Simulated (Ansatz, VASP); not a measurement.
One calculation of AlBiO4, two programs

```
Al Bi O
1.0
     4.33862    0.00000    0.00000
     0.00000    4.33862    0.00000
     0.00000    0.00000    4.33862
Al Bi O
1 1 4
Direct
  0.00000 0.00000 0.00000
  0.50000 0.50000 0.50000
  0.23458 0.23458 0.23458
  0.76542 0.76542 0.23458
  0.76542 0.23458 0.76542
  0.23458 0.76542 0.76542
```

Alike in both runs: functional PBE; k mesh 4 × 4 × 4; occupations gaussian, width 0.1 eV; no spin polarisation.

Ansatz relaxed the structure, and its values are those at the end. VASP's run is a single point on that final structure, the one shown.

```csv
,VASP,Ansatz
version,VASP 6.6.1,Ansatz 0.2.0
potentials or method,"VASP PAW PBE potentials, release 64 (Al, Bi_d, O), cutoff 520 eV","scalar-relativistic, plane waves, PAW"
valence electrons in the cell,42,42
```

```tsv
	VASP	Ansatz	Ansatz less VASP
gap on the k mesh at the Fermi level (eV)	none	none	-
pressure (GPa)	0.2	0.0	-0.20
rms of the force components (eV/Å)	0.037	0.003	-0.0333
```

A gap of «none» marks a metal or a gap that the smearing closes. The functional is the same, so the differences come from potentials, cutoffs and numerics.

The k mesh is coarse, so the values compare programs but aren't converged. Neither program's run includes spin-orbit coupling.
